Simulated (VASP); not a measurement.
Input of a VASP 6.6.1 run:

Contents of POSCAR:

```
TiNi
1.0
    2.9880661300      0.0000000000      0.0000000000
    0.0000000000      2.9880661300      0.0000000000
    0.0000000000      0.0000000000      2.9880661300
Ti Ni
1 1
Direct
    0.5000000000      0.5000000000      0.5000000000
    0.0000000000      0.0000000000      0.0000000000
```

Contents of INCAR.step1:

```
SYSTEM = TiNi
PREC = Accurate
ENCUT = 520
ISMEAR = -1
SIGMA = 0.05
LREAL = .False.
LASPH = .True.
NELM = 150
ISPIN = 2
MAGMOM = 0.27 0.1
NUPDOWN = 0.4
LMAXMIX = 4
NBANDS = 22
GGA = PE
ALGO = Normal
EDIFF = 1E-4
LWAVE = .True.
LCHARG = .False.
```

INCAR.step2

```
SYSTEM = TiNi
PREC = Accurate
ENCUT = 520
EDIFF = 1E-7
ISMEAR = -1
SIGMA = 0.05
LREAL = .False.
LASPH = .True.
NELM = 150
ALGO = Normal
ISIF = 2
LWAVE = .False.
LCHARG = .False.
ISPIN = 2
MAGMOM = 0.27 0.1
LORBIT = 11
NUPDOWN = 0.4
LMAXMIX = 4
METAGGA = R2SCAN
LMIXTAU = .True.
NBANDS = 22
ISTART = 1
```

KPOINTS

```
Automatic mesh
0
Gamma
  10 10 10
  0 0 0
```

Potentials or basis: VASP PAW PBE potentials, release 64 (Ti_sv, Ni).

Run with:

```sh
$ cat potpaw_PBE.64/Ti_sv/POTCAR potpaw_PBE.64/Ni/POTCAR > POTCAR
$ cp INCAR.step1 INCAR
$ mpirun -np 1 vasp_std > vasp.out
$ cp INCAR.step2 INCAR
$ mpirun -np 1 vasp_std > vasp.out
```

(1) Estimate the pressure.

Results:

(1) 0.8 GPa.

Caveat: the PAW data sets were made with another functional, which shifts forces and pressure a little; the total moment is fixed, so each spin has its own Fermi level.
